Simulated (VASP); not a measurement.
Set up this calculation in VASP 6.6.1, as the native input.

```yaml
Task: single point
Functional: PBE
Potentials_or_basis: VASP PAW PBE potentials, release 64 (Ti_sv, Si)
Cutoff: 520 eV
k_mesh: 8 × 8 × 6
Occupations: gaussian, width 0.1 eV
Spin: no spin polarisation
Dipole_correction: no
Further_INCAR_settings: ALGO = Normal; EDIFF = 1e-06; NBANDS = 26
```

The structure of Ti2Si3 lies in POSCAR:

```
Ti2Si3
1.0
    4.5479730203      0.0000000000      0.0000000000
    0.0000000000      4.5479730203      0.0000000000
    0.0000000000      0.0000000000      6.7420635130
Ti Si
2 3
Direct
    0.0000000000      0.0000000000      0.1449214902
    0.0000000000      0.0000000000      0.8550785098
    0.5000000000      0.0000000000      0.5000000000
    0.0000000000      0.5000000000      0.5000000000
    0.0000000000      0.0000000000      0.5000000000
```

The cell was generated, and may not be a known phase.

One way to write it, as run:

INCAR

```
SYSTEM = Ti2Si3
ALGO = Normal
EDIFF = 1E-6
ENCUT = 520
GGA = PE
ISIF = 2
ISMEAR = 0
LASPH = .True.
LCHARG = .True.
LELF = .True.
LREAL = .False.
LVHAR = .True.
LWAVE = .False.
NBANDS = 26
NELM = 60
PREC = Accurate
SIGMA = 0.1
```

KPOINTS

```
k-points
0
Gamma
  8 8 6
  0 0 0
```

Potentials or basis: VASP PAW PBE potentials, release 64 (Ti_sv, Si).

Run with:

```sh
$ cat potpaw_PBE.64/Ti_sv/POTCAR potpaw_PBE.64/Si/POTCAR > POTCAR
$ mpirun -np 1 vasp_std > vasp.out
```

It gave:

The pressure is 0.4 GPa, the largest force is 0.644 eV/Å and the band gap on the k mesh is zero (bands 18 and 19 overlap by 0.40 eV).

Caveat: atoms lie so close that the PAW spheres overlap strongly, which falsifies energies and pressures.

Wall time 2.3 min on 1 thread of AMD EPYC 9R45 (Zen 5), with other jobs on the host, peak memory 0.31 GiB.
